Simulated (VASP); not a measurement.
# BaMgAsF (P4/nmm) in VASP: relaxation of cell and atoms with PBEsol

Aim: the relaxation of cell and atoms of BaMgAsF with PBEsol.

Program: VASP 6.6.1. These are calculated values, not measurements. Logs are shortened: lines on timing, memory, paths and dates and some standing lists are left out, and cuts for length are marked.

### Step 1. The cell of the first run

It takes space group P4/nmm (No. 129, tetragonal). Conventional cell: a = 4.418 Å, b = 4.418 Å, c = 9.687 Å, α = 90.00°, β = 90.00°, γ = 90.00°. Ba (site symmetry 4mm) has 4 F at 2.67 Å and 4 As at 3.60 Å within 3.6 Å. As (site symmetry 4mm) has 4 Mg at 2.71 Å and 4 Ba at 3.60 Å within 3.6 Å. Mg (site symmetry -4m2) has 4 As at 2.71 Å and 4 Mg at 3.12 Å within 3.6 Å. F (site symmetry -4m2) has 4 Ba at 2.67 Å and 4 F at 3.12 Å within 3.5 Å.

### Step 2. Relaxation of cell and atoms, PBEsol

Contents of INCAR:

```
  PREC = Accurate
  ENCUT = 600
  EDIFF = 1E-6
  ISMEAR = 0
  SIGMA = 0.02
  LREAL = F
  LASPH = T
  NELM = 80
  ALGO = Normal
  ISIF = 3
  LWAVE = F
  LCHARG = F
  GGA = PS
  IBRION = 2
  NSW = 70
  EDIFFG = -0.005
```

Contents of KPOINTS:

```
regular mesh
0
Gamma
  6 6 4
```

Contents of POSCAR:

```
BaMgAsF
1.0
    4.4176333074      0.0000000000      0.0000000000
    0.0000000000      4.4176333074      0.0000000000
    0.0000000000      0.0000000000      9.6873358226
Ba As Mg F
2 2 2 2
Direct
    0.5000000000      0.0000000000      0.1547361974
    0.0000000000      0.5000000000      0.8452638026
    0.5000000000      0.0000000000      0.6613527585
    0.0000000000      0.5000000000      0.3386472415
    0.5000000000      0.5000000000      0.5000000000
    0.0000000000      0.0000000000      0.5000000000
    0.5000000000      0.5000000000      0.0000000000
    0.0000000000      0.0000000000      0.0000000000
```

Potentials or basis: VASP PAW PBE potentials, release 64 (Ba_sv, As, Mg, F).

Command:

```console
> cat potpaw_PBE.64/Ba_sv/POTCAR potpaw_PBE.64/As/POTCAR potpaw_PBE.64/Mg/POTCAR potpaw_PBE.64/F/POTCAR > POTCAR
> mpirun -np 1 vasp_std > vasp.out
```

OUTCAR:

```text
PREC = Accurate
   ENCUT = 600
   EDIFF = 1E-6
   ISMEAR = 0
   LREAL = F
   LASPH = T
   NELM = 80
   ISIF = 3
   GGA = PS
   IBRION = 2
   NSW = 70
   EDIFFG = -0.005

 ion  position               nearest neighbor table
   1  0.500  0.000  0.155-   7 2.67   8 2.67   7 2.67   8 2.67   4 3.60   4 3.60   4 3.60   4 3.60
                             5 4.01   6 4.01   5 4.01   6 4.01   2 4.33   2 4.33   2 4.33   2 4.33
   2  0.000  0.500  0.845-   7 2.67   8 2.67   8 2.67   7 2.67   3 3.60   3 3.60   3 3.60   3 3.60
                             5 4.01   5 4.01   6 4.01   6 4.01   1 4.33   1 4.33   1 4.33   1 4.33
   3  0.500  0.000  0.661-   5 2.71   6 2.71   5 2.71   6 2.71   2 3.60   2 3.60   2 3.60   2 3.60

   4  0.000  0.500  0.339-   5 2.71   6 2.71   6 2.71   5 2.71   1 3.60   1 3.60   1 3.60   1 3.60

   5  0.500  0.500  0.500-   3 2.71   4 2.71   3 2.71   4 2.71   6 3.12   6 3.12   6 3.12   6 3.12
                             2 4.01   1 4.01   2 4.01   1 4.01
   6  0.000  0.000  0.500-   3 2.71   4 2.71   4 2.71   3 2.71   5 3.12   5 3.12   5 3.12   5 3.12
                             1 4.01   2 4.01   2 4.01   1 4.01
   7  0.500  0.500  0.000-   1 2.67   2 2.67   1 2.67   2 2.67
   8  0.000  0.000  0.000-   1 2.67   2 2.67   2 2.67   1 2.67

  LATTYP: Found a simple tetragonal cell.
 ALAT       =     4.4176333074
 C/A-ratio  =     2.1928791161

  Lattice vectors:

 A1 = (   4.4176333074,   0.0000000000,   0.0000000000)
 A2 = (   0.0000000000,   4.4176333074,   0.0000000000)
 A3 = (   0.0000000000,   0.0000000000,   9.6873358226)

Analysis of symmetry for initial positions (statically):
=====================================================================
 Subroutine PRICEL returns:
 Original cell was already a primitive cell.

 Routine SETGRP: Setting up the symmetry group for a
 simple tetragonal supercell.

 Subroutine GETGRP returns: Found 16 space group operations
 (whereof  8 operations were pure point group operations)
 out of a pool of 16 trial point group operations.

The static configuration has the point symmetry D_2d.
 The point group associated with its full space group is D_4h.

Analysis of symmetry for dynamics (positions and initial velocities):
=====================================================================
 Subroutine PRICEL returns:
 Original cell was already a primitive cell.

 Routine SETGRP: Setting up the symmetry group for a
 simple tetragonal supercell.

 Subroutine GETGRP returns: Found 16 space group operations
[... 125 lines left out ...]
   TEBEG  =    0.0;   TEEND  =   0.0 temperature during run
   PSTRESS=    0.0 pullay stress
   NELECT =      48.0000    total number of electrons
   NUPDOWN=      -1.0000    fix difference up-down
   EMIN   =  10.00;   EMAX   =-10.00  energy-range for DOS
   EFERMI =   0.00;   METHOD = LEGACY
   ISMEAR =     0;   SIGMA  =   0.02  broadening in eV -4-tet -1-fermi 0-gaus
   EFERMI_NEDOS =   21; number of points for ismear=-14 and -15
   IALGO  =     38    algorithm
   IMIX   =      4    mixing-type and parameters
     AMIX     =   0.40;   BMIX     =  1.00
     AMIX_MAG =   1.60;   BMIX_MAG =  1.00
  volume/ion in A,a.u.               =      23.63       159.47
  Fermi-wavevector in a.u.,A,eV,Ry     =   1.036639  1.958963 14.621085  1.074619
  Thomas-Fermi vector in A             =   2.171039
   LORBIT       =      0    0 simple, 1 ext, 2 COOP (PROOUT), +10 PAW based schemes
   GGA     = PS    functional components
   LHFCALC =     F    Hartree Fock is set to
   AEXX    =    0.0000 exact exchange contribution
   IVDW    =     0    specifies the selected vdW correction
   LEPSILON=     F    determine dielectric tensor
   LRPA    =     F    only Hartree local field effects (RPA)
 conjugate gradient relaxation of ions
 non-spin polarized calculation
 Gauss-broadening in eV      SIGMA  =   0.02
  energy-cutoff  :      600.00
  volume of cell :      189.05
 maximum number of plane-waves:      6368
 NGX is ok and might be reduce to    36
   NGX = 17   NGY = 17   NGZ = 39

--------------------------------------- Ionic step        1  -------------------------------------------

 number of electron      47.9999973 magnetization

 Free energy of the ion-electron system (eV)
  ---------------------------------------------------
  ext. energy  EPLUGINS =         0.00000000
  ---------------------------------------------------
  free energy    TOTEN  =       -38.31759103 eV

  energy without entropy =      -38.31759103  energy(sigma->0) =      -38.31759103

------------------------ aborting loop because EDIFF is reached ----------------------------------------

  FORCE on cell =-STRESS in cart. coord.  units (eV):
  Direction    XX          YY          ZZ          XY          YZ          ZX
  --------------------------------------------------------------------------------------
  -------------------------------------------------------------------------------------
  Total       -1.9341319     -1.9341319     -1.8924966      0.0000000      0.0000000     -0.0000000
  in kB      -16.3912846    -16.3912846    -16.0384356      0.0000000      0.0000000     -0.0000000
  external PRESSURE =     -16.2736682 kB  Pullay stress =       0.0000000 kB
[... 281 lines left out ...]
--------------------------------------- Ionic step        8  -------------------------------------------

 number of electron      47.9999975 magnetization

 Free energy of the ion-electron system (eV)
  ---------------------------------------------------
  ext. energy  EPLUGINS =         0.00000000
  ---------------------------------------------------
  free energy    TOTEN  =       -38.35098908 eV

  energy without entropy =      -38.35098908  energy(sigma->0) =      -38.35098908

 E-fermi :   2.5170     XC(G=0):  -9.2626

 val. band max:        2.4229597619   @ k =   0.0000   0.0000   0.0000
 cond. band min:       3.8987862576   @ k =   0.0000   0.0000   0.0000
 fundamental gap:      1.4758264957
 Fermi energy:         2.5169855659

 k-point     1 :       0.0000    0.0000    0.0000
  band No.  band energies     occupation
      1     -24.7253      2.00000
      2     -24.5372      2.00000
      3     -20.6687      2.00000
      4     -20.6329      2.00000
      5      -9.8890      2.00000
      6      -9.8890      2.00000
[... 757 lines left out ...]
     28       5.6843      0.00000
     29       6.4947      0.00000

 [... further k-points ...]

------------------------ aborting loop because EDIFF is reached ----------------------------------------

  FORCE on cell =-STRESS in cart. coord.  units (eV):
  Direction    XX          YY          ZZ          XY          YZ          ZX
  --------------------------------------------------------------------------------------
  -------------------------------------------------------------------------------------
  Total       -0.0198455     -0.0198455     -0.0259124      0.0000000      0.0000000      0.0000000
  in kB       -0.1741947     -0.1741947     -0.2274468      0.0000000      0.0000000      0.0000000
  external PRESSURE =      -0.1919454 kB  Pullay stress =       0.0000000 kB
[... 23 lines left out ...]
  FREE ENERGIE OF THE ION-ELECTRON SYSTEM (eV)
  ---------------------------------------------------
  free  energy   TOTEN  =       -38.3509890788 eV

  energy  without entropy=      -38.3509890788  energy(sigma->0) =      -38.35098908

 reached required accuracy - stopping structural energy minimisation
```

OSZICAR:

```text
N       E                     dE             d eps       ncg     rms          rms(c)
DAV:   1     0.348566817649E+03    0.34857E+03   -0.22276E+04  1740   0.159E+03
DAV:   2    -0.117568544507E+02   -0.36032E+03   -0.35063E+03  2524   0.283E+02
DAV:   3    -0.400005860783E+02   -0.28244E+02   -0.28096E+02  2028   0.888E+01
DAV:   4    -0.407035233642E+02   -0.70294E+00   -0.70144E+00  2598   0.122E+01
[... 64 lines left out ...]
DAV:   1    -0.383511213886E+02   -0.21964E-03   -0.45861E-02  1750   0.116E+00    0.107E-01
DAV:   2    -0.383510546330E+02    0.66756E-04   -0.10863E-03  1968   0.178E-01    0.579E-02
DAV:   3    -0.383509929082E+02    0.61725E-04   -0.86166E-05  2109   0.551E-02    0.154E-02
DAV:   4    -0.383509891106E+02    0.37976E-05   -0.11783E-05  2055   0.206E-02    0.413E-03
DAV:   5    -0.383509890788E+02    0.31789E-07   -0.53927E-07  1155   0.447E-03
   8 F= -.38350989E+02 E0= -.38350989E+02  d E =-.207831E-03
```

CONTCAR:

```text
BaMgAsF
   1.00000000000000
     4.3763612338569065    0.0000000000000000    0.0000000000000000
     0.0000000000000000    4.3763612338569065    0.0000000000000000
    -0.0000000000000000    0.0000000000000000    9.5304133309404371
  Ba              As              Mg              F
     2     2     2     2
Direct
     0.5000000000000000    0.0000000000000000    0.1554052313295948
     0.0000000000000000    0.5000000000000000    0.8445947686704052
     0.5000000000000000    0.0000000000000000    0.6631328712801987
     0.0000000000000000    0.5000000000000000    0.3368671287198015
     0.5000000000000000    0.5000000000000000    0.5000000000000000
     1.0000000000000000    1.0000000000000000    0.5000000000000000
     0.5000000000000000    0.5000000000000000    0.0000000000000000
     1.0000000000000000    1.0000000000000000    0.0000000000000000

  0.00000000E+00  0.00000000E+00  0.00000000E+00
  0.00000000E+00  0.00000000E+00  0.00000000E+00
  0.00000000E+00  0.00000000E+00  0.00000000E+00
  0.00000000E+00  0.00000000E+00  0.00000000E+00
  0.00000000E+00  0.00000000E+00  0.00000000E+00
  0.00000000E+00  0.00000000E+00  0.00000000E+00
  0.00000000E+00  0.00000000E+00  0.00000000E+00
  0.00000000E+00  0.00000000E+00  0.00000000E+00
```

Wall time 23 min (1 thread of Intel Xeon 8259CL, shared host); peak memory 0.49 GiB.

Results:

| Property | Result |
| --- | --- |
| Free energy | -38.3510 eV |
| Relaxed volume | 22.82 Å³/atom |
| Relaxed cell | a = 4.376 Å, b = 4.376 Å, c = 9.530 Å, α = 90.00°, β = 90.00°, γ = 90.00° |
| Space group after relaxing (to 0.1 Å) | P4/nmm (No. 129) |
| Energy gained by relaxing | 4.2 meV/atom |
| Ionic steps | 8 |
| Pressure after relaxing | 0.0 GPa |
| Band gap on the k mesh | 1.48 eV |

Step by step:
```tsv
step	energy change (eV)	largest force (eV/Å)	pressure (GPa)	volume (Å³)
1	0.0000	0.0634	-1.63	189.05
2	-0.0293	0.1276	0.23	182.56
3	-0.0299	0.1063	-0.02	183.37
4	-0.0317	0.0759	-0.02	183.08
5	-0.0332	0.0197	0.01	182.55
6	-0.0332	0.0236	0.01	182.48
7	-0.0333	0.0159	0.00	182.50
8	-0.0334	0.0017	-0.02	182.53
```

Final structure:
```cif
data_structure
_symmetry_space_group_name_H-M 'P 1'
_symmetry_Int_Tables_number 1
_cell_length_a 4.3764
_cell_length_b 4.3764
_cell_length_c 9.5304
_cell_angle_alpha 90.000
_cell_angle_beta 90.000
_cell_angle_gamma 90.000
_cell_volume 182.53
loop_
_atom_site_label
_atom_site_type_symbol
_atom_site_fract_x
_atom_site_fract_y
_atom_site_fract_z
_atom_site_occupancy
Ba1 Ba 0.50000 0.00000 0.15541 1
Ba2 Ba 0.00000 0.50000 0.84459 1
As1 As 0.50000 0.00000 0.66313 1
As2 As 0.00000 0.50000 0.33687 1
Mg1 Mg 0.50000 0.50000 0.50000 1
Mg2 Mg 0.00000 0.00000 0.50000 1
F1 F 0.50000 0.50000 0.00000 1
F2 F 0.00000 0.00000 0.00000 1
```

Levels at points of the mesh, in eV from the valence-band top:
```
           k point  band 21  band 22  band 23  band 24  band 25  band 26  band 27  band 28
(0.00, 0.00, 0.00)    -1.16    -0.46     0.00     0.00     1.48     2.06     2.25     3.22
(0.50, 0.00, 0.00)    -0.70    -0.70    -0.48    -0.48     2.79     2.79     3.14     3.14
(0.50, 0.50, 0.00)    -1.63    -1.63    -1.54    -1.54     2.08     2.08     3.79     3.79
(0.00, 0.00, 0.50)    -1.15    -0.82    -0.01    -0.01     1.74     2.43     2.58     2.98
(0.50, 0.00, 0.50)    -0.65    -0.65    -0.47    -0.47     2.94     2.94     3.26     3.26
(0.50, 0.50, 0.50)    -1.64    -1.64    -1.52    -1.52     2.34     2.34     3.88     3.88
```

Caveat: the PAW data sets were made with another functional, which shifts forces and pressure a little; spin-orbit coupling is left out, which moves the levels of the heavy elements.
